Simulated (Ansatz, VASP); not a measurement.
Two plane-wave programs on ZnF2

File INCAR:

```
SYSTEM = ZnF2
  ALGO = Normal
  EDIFF = 1E-6
  ENCUT = 600
  GGA = PE
  GGA_COMPAT = .False.
  ISIF = 2
  ISMEAR = -1
  LASPH = .True.
  LCHARG = .True.
  LELF = .True.
  LREAL = .False.
  LVHAR = .True.
  LWAVE = .False.
  NBANDS = 35
  NELM = 120
  PREC = Accurate
  SIGMA = 0.02
```

The input KPOINTS:

```
k-points
0
Gamma
  6 6 8
  0 0 0
```

File POSCAR:

```
ZnF2
1.0
    4.7033647461      0.0000000000      0.0000000000
    0.0000000000      4.7033647461      0.0000000000
    0.0000000000      0.0000000000      3.1267863742
Zn F
2 4
Direct
    0.0000000000      0.0000000000      0.0000000000
    0.5000000000      0.5000000000      0.5000000000
    0.3031901712      0.3031901712      0.0000000000
    0.1968098288      0.8031901712      0.5000000000
    0.8031901712      0.1968098288      0.5000000000
    0.6968098288      0.6968098288      0.0000000000
```

Input for Ansatz:

```yaml
crystal:
  lattice:
    - [4.7033647461, 0.0, 0.0]
    - [0.0, 4.7033647461, 0.0]
    - [0.0, 0.0, 3.1267863742]
  atoms:
    - { symbol: Zn, position: [0.0, 0.0, 0.0] }
    - { symbol: Zn, position: [0.5, 0.5, 0.5] }
    - { symbol: F, position: [0.3031901712, 0.3031901712, 0.0] }
    - { symbol: F, position: [0.1968098288, 0.8031901712, 0.5] }
    - { symbol: F, position: [0.8031901712, 0.1968098288, 0.5] }
    - { symbol: F, position: [0.6968098288, 0.6968098288, 0.0] }
kpoints:
  mp_grid: { grid: [6, 6, 8] }
  band_path:
    path:
      - [[0.0, 0.0, 0.0], [7.24316456268e-51, 0.5, 0.0], [0.5, 0.5, 0.0], [0.0, 0.0, 0.0], [0.0, 0.0, 0.5], [7.24316456268e-51, 0.5, 0.5], [0.5, 0.5, 0.5], [0.0, 0.0, 0.5]]
      - [[7.24316456268e-51, 0.5, 0.0], [7.24316456268e-51, 0.5, 0.5]]
      - [[0.5, 0.5, 0.0], [0.5, 0.5, 0.5]]
    npoints: 10
hamiltonian:
  xc: pbe
scf:
  occupations: { method: fermi_dirac, width: 0.02 }
  n_extra_bands: 5
output:
  forces: true
  stress: true
  eigenvalues: true
```

Alike in both runs: task single point; functional PBE; k mesh 6 × 6 × 8; occupations fermi-dirac, width 0.02 eV; no spin polarisation.

|  | VASP | Ansatz |
| --- | --- | --- |
| version | VASP 6.6.1 | Ansatz 0.2.0 |
| potentials or method | VASP PAW PBE potentials, release 64 (Zn, F) | plane waves, PAW |
| plane-wave cutoff (eV) | 600 | 420 |
| valence electrons in the cell | 52 | 52 |

Ansatz gave:

```
gap on the k mesh at the Fermi level (eV)                     : 3.58
pressure (GPa)                                                : 6.4
traceless stress, the component that is largest in VASP (GPa) : 0.59
rms of the force components (eV/Å)                            : 0.015
```

**Question.** Estimate VASP's values.

**Answer.** gap on the k mesh at the Fermi level (eV): 3.51; pressure (GPa): 7.0; traceless stress, the component that is largest in VASP (GPa): 0.78; rms of the force components (eV/Å): 0.020.

Atom by atom the forces differ by 0.005 eV/Å (rms over components).
